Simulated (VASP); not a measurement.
A run of VASP 6.6.1 is set up as follows.

File INCAR:

```
SYSTEM = ZrB2
PREC = Accurate ; ENCUT = 520
EDIFF = 1E-8 ; ISMEAR = -1
SIGMA = 0.05 ; LREAL = .FALSE.
LASPH = .TRUE. ; NELM = 100
ALGO = Normal ; ISIF = 2
LWAVE = .FALSE. ; LCHARG = .TRUE.
GGA = PS ; IBRION = 8
NSW = 1
```

Contents of KPOINTS:

```
regular mesh
0
G
  7 7 6
  0 0 0
```

POSCAR

```
ZrB2
1.0
    3.1700000000      0.0000000000      0.0000000000
   -1.5850000000      2.7453005300      0.0000000000
    0.0000000000      0.0000000000      3.5330000000
Zr B
1 2
Direct
    0.0000000000      0.0000000000      0.0000000000
    0.6666666667      0.3333333333      0.5000000000
    0.3333333333      0.6666666667      0.5000000000
```

Potentials or basis: VASP PAW PBE potentials, release 64 (Zr_sv, B).

The run is started by

```console
$ cat potpaw_PBE.64/Zr_sv/POTCAR potpaw_PBE.64/B/POTCAR > POTCAR
$ mpirun -np 1 vasp_std > vasp.out
```

Estimate the highest phonon frequency at Γ.

756 cm⁻¹.

Phonon frequencies in cm⁻¹ (negative: imaginary):
| q point | frequencies |
| --- | --- |
| (0.000, 0.000, 0.000) | 0 0 0 449 449 461 538 756 756 |

Caveat: the cell stands under pressure or tension, which shifts response properties.
